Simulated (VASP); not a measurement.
Here is a VASP 6.6.1 calculation.

INCAR

```
SYSTEM = Cl
PREC = Accurate ; ENCUT = 520
EDIFF = 1E-7 ; ISMEAR = -1
SIGMA = 0.02 ; LREAL = Auto
LASPH = .True. ; NELM = 100
ALGO = Normal ; ISIF = 2
LWAVE = .False. ; LCHARG = .False.
GGA = PE ; IVDW = 12
NBANDS = 70
```

File KPOINTS:

```
Automatic mesh
0
Gamma
  1 1 1
  0 0 0
```

POSCAR

```
Cl
1.0
    7.8297350000      0.0000000000      0.0000000000
    0.0000000000      7.8297350000      0.0000000000
    0.0000000000      0.0000000000      7.8297350000
Cl
16
Direct
    0.3260519034      0.4974625578      0.2012839515
    0.2945565846      0.4910638738     -0.0501932696
    0.0831956637      0.9283711390      0.9569033946
    0.1216516268      1.0429599469      0.7148645516
    0.7487098861      0.0386986277      0.5229551192
    0.7380198691      0.0464894406      0.2659476981
    0.9057011508      0.5293538032      0.3389003587
    0.9358171126      0.5471449545      0.6096119473
    0.9193670028      0.4977946252      0.9899824196
    0.6671490159      0.5673755242      0.9282945081
    0.2437885829      0.2048472905      0.4780621566
    0.2086405223      0.1207831427      0.2342224865
    0.3301005717      0.6991424359      0.5943368454
    0.5426748159      0.5762391703      0.5227763136
    0.7130892680      0.0229765120      0.9010011195
    0.5190980282      0.1880778851      0.8936573205
```

Potentials or basis: VASP PAW PBE potentials, release 64 (Cl).

The run is started by

```bash
$ cat potpaw_PBE.64/Cl/POTCAR > POTCAR
$ mpirun -np 1 vasp_gam > vasp.out
```

(1) Predict the pressure.

(2) Predict the largest force.

(3) Estimate the dispersion energy per atom.

## Answers

(1) -0.1 GPa.

(2) 0.982 eV/Å.

(3) -0.143 eV.

Caveat: the k points lie up to 0.80 Å⁻¹ apart, too coarse for converged energies, forces and pressures.
